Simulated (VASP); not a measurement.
Set up this calculation in VASP 6.6.1, as the native input.

```yaml
Task: single point
Functional: PBE
Potentials_or_basis: VASP PAW PBE potentials, release 64 (Al)
Cutoff: 520 eV
k_mesh: 5 × 4 × 1
Occupations: gaussian, width 0.1 eV
Spin: no spin polarisation
Dipole_correction: yes
Further_INCAR_settings: LREAL = Auto; ALGO = Normal; EDIFF = 1e-06; NBANDS = 40
```

The structure of Al lies in POSCAR:

```
Al
1.0
    5.7135165838      0.0000000000      0.0000000000
    0.0000000000      8.0801326416      0.0000000000
    0.0000000000      0.0000000000     19.7432786844
Al
17
Direct
    0.2500000000      0.2500000000      0.2026005946
    0.2500000000      0.7500000000      0.2026005946
    0.7500000000      0.2500000000      0.2026005946
    0.7500000000      0.7500000000      0.2026005946
    0.0000000000      0.0000000000      0.2749482107
    0.0000000000      0.5000000000      0.2749482107
    0.5000000000      0.0000000000      0.2749482107
    0.5000000000      0.5000000000      0.2749482107
    0.2500000000      0.2500000000      0.3495466410
    0.2500000000      0.7500000000      0.3495466410
    0.7500000000      0.2500000000      0.3495466410
    0.7500000000      0.7500000000      0.3495466410
    0.0000000000      0.0000000000      0.4175232906
    0.0000000000      0.5000000000      0.4175232906
    0.5000000000      0.0000000000      0.4175232906
    0.5000000000      0.5000000000      0.4175232906
    0.2500000000      0.2500000000      0.4875248759
```

The input as run:

INCAR

```
ALGO     = Normal         # electronic algorithm
DIPOL    = 0.5 0.5 0.322
EDIFF    = 1E-6           # SCF threshold, eV
ENCUT    = 520            # plane-wave cutoff, eV
GGA      = PE             # functional
IDIPOL   = 3            
ISIF     = 2              # what is computed and relaxed
ISMEAR   = 0              # smearing method
LASPH    = True           # aspherical terms in the spheres
LCHARG   = False          # write CHGCAR
LDIPOL   = True         
LREAL    = Auto         
LWAVE    = False          # write WAVECAR
NBANDS   = 40             # bands
NELM     = 80             # most SCF steps
PREC     = Accurate       # precision mode
SIGMA    = 0.1            # smearing width, eV
```

KPOINTS

```
k-points
0
Gamma
  5 4 1
```

Potentials or basis: VASP PAW PBE potentials, release 64 (Al).

Run with:

```bash
$ cat potpaw_PBE.64/Al/POTCAR > POTCAR
$ mpirun -np 1 vasp_std > vasp.out
```

It gave:

```yaml
Largest_force: 0.653 eV/Å
Band_gap_on_the_k_mesh: zero (an odd number of electrons rules out a gap without spin polarisation)
```

Wall time 5.9 min on 1 thread of AMD EPYC 9R45 96-Core Processor (Zen 5) (shared host), peak memory 0.75 GiB.
